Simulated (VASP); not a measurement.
Here is a VASP 6.6.1 calculation.

Contents of INCAR:

```
SYSTEM = H23NO10
  ALGO = Normal
  EDIFF = 1E-6
  ENCUT = 520
  GGA = PE
  ISIF = 2
  ISMEAR = -1
  IVDW = 12
  LASPH = .True.
  LCHARG = .True.
  LELF = .True.
  LREAL = Auto
  LVHAR = .True.
  LWAVE = .False.
  NBANDS = 67
  NELM = 80
  PREC = Accurate
  SIGMA = 0.02
```

File KPOINTS:

```
k-points
0
Gamma
  1 1 1
  0 0 0
```

POSCAR

```
H23NO10
1.0
    7.6099360000      0.0000000000      0.0000000000
    0.0000000000      7.6099360000      0.0000000000
    0.0000000000      0.0000000000      7.6099360000
O H N
10 23 1
Direct
    0.4455490821      0.1497253065      0.7570234493
    0.5677183093      0.3130249716      1.0438721167
    0.6921477395      0.8324248719      0.2260202977
    0.6822659218      0.6336189950      0.9830043249
    0.3866918197     -0.0393958635      0.3739716076
   -0.2174919737      0.8273262745      0.7151177093
    0.3335507684      0.5313185288      0.1865718713
    0.2038650522      0.7917543590      0.9622551359
    0.1600670492      0.5460229889      0.4885323609
    0.7821484964      0.3885972234      0.5148794944
    0.4372441503      0.0335613861      0.7669841113
    0.3654564243      0.2277548721      0.6829229576
    0.5777840970      0.1819331989      1.0603242918
    0.5790324649      0.2981496822      0.9145806220
    0.5880995583      0.8400070644      0.2899235946
    0.7461955002      0.7245921648      0.2925780191
    0.5860627474      0.7092569504      0.9852908093
    0.6707677962      0.5175339188      1.0481691305
    0.2672952834      0.0200790125      0.2982679486
    0.4512258710      0.0854540695      0.3880058912
   -0.2637998532      0.7266946792      0.6371275659
   -0.2613556803      0.7595070445      0.8214917970
    0.3635641614      0.4388735989      0.1008418468
    0.3332879541      0.6379160088      0.1230627958
    0.0966368180      0.8697707839      0.9173138907
    0.2607906295      0.7755255760      0.8487982028
    0.2589246480      0.6344994229      0.5213315854
    0.2255078098      0.4916598510      0.3968495924
    0.8426220667      0.4835520299      0.5963256458
    0.9040943314      0.3493984706      0.4936178175
    0.0235087391      0.9909018946      0.1632733836
    0.1070836864      0.8179569447      0.2527616527
   -0.0429701380      0.8934503523      0.3574537289
    0.0777930327      0.9472352987      0.2751534310
```

Potentials or basis: VASP PAW PBE potentials, release 64 (O, H, N).

The run is started by

```bash
$ cat potpaw_PBE.64/O/POTCAR potpaw_PBE.64/H/POTCAR potpaw_PBE.64/N/POTCAR > POTCAR
$ mpirun -np 1 vasp_gam > vasp.out
```

Task: Estimate the dispersion energy per atom.

Result: -0.026 eV.

Task: Predict the pressure.

Result: -1.1 GPa.

Task: What does it give for the band gap on the k mesh?

Result: 3.16 eV.

Task: Estimate the largest force.

Result: 7.599 eV/Å.

Stress tensor (GPa, compression positive):
```
-1.36 -1.28 -2.18
-1.28 -2.68  2.57
-2.18  2.57  0.79
```

Caveat: the k points lie up to 0.83 Å⁻¹ apart.
